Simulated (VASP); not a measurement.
Write the native input for VASP 6.6.1 that does the following.

- Task: single point
- Functional: PBE
- Potentials or basis: VASP PAW PBE potentials, release 64 (Sn_d, Te)
- Cutoff: 520 eV
- k mesh: 10 × 10 × 10
- Occupations: gaussian, width 0.03 eV
- Spin: no spin polarisation
- Dipole correction: no
- Further INCAR settings: ALGO = Normal; EDIFF = 1e-07; NBANDS = 17

The structure of SnTe lies in POSCAR:

```
SnTe
1.0
    0.8802335972      4.1006004163      4.1006004163
    4.1006004163      0.8802335972      4.1006004163
    4.1006004163      4.1006004163      0.8802335972
Sn Te
1 1
Direct
    0.0000000000      0.0000000000      0.0000000000
    0.7500000000      0.7500000000      0.7500000000
```

This cell differs from its parent crystal: ratio of the length along [111] to the lengths across it x 1.41, volume and fractional coordinates fixed.

The input as run:

INCAR

```
ALGO = Normal
EDIFF = 1E-7
ENCUT = 520
GGA = PE
ISIF = 2
ISMEAR = 0
LASPH = T
LCHARG = F
LREAL = F
LWAVE = F
NBANDS = 17
NELM = 100
PREC = Accurate
SIGMA = 0.03
```

KPOINTS

```
k-points
0
Gamma
  10 10 10
```

Potentials or basis: VASP PAW PBE potentials, release 64 (Sn_d, Te).

Run with:

```bash
$ cat potpaw_PBE.64/Sn_d/POTCAR potpaw_PBE.64/Te/POTCAR > POTCAR
$ mpirun -np 1 vasp_std > vasp.out
```

Results of the run:

The pressure is 1.2 GPa. The largest force is 0.960 eV/Å and the band gap on the k mesh is 0.38 eV, indirect (least direct gap 1.09 eV).

Caveat: spin-orbit coupling is left out, which moves the levels of the heavy elements.

Wall time 2.7 min on 1 thread of Intel(R) Xeon(R) 6975P-C (Granite Rapids), on a shared host, peak memory 0.45 GiB.
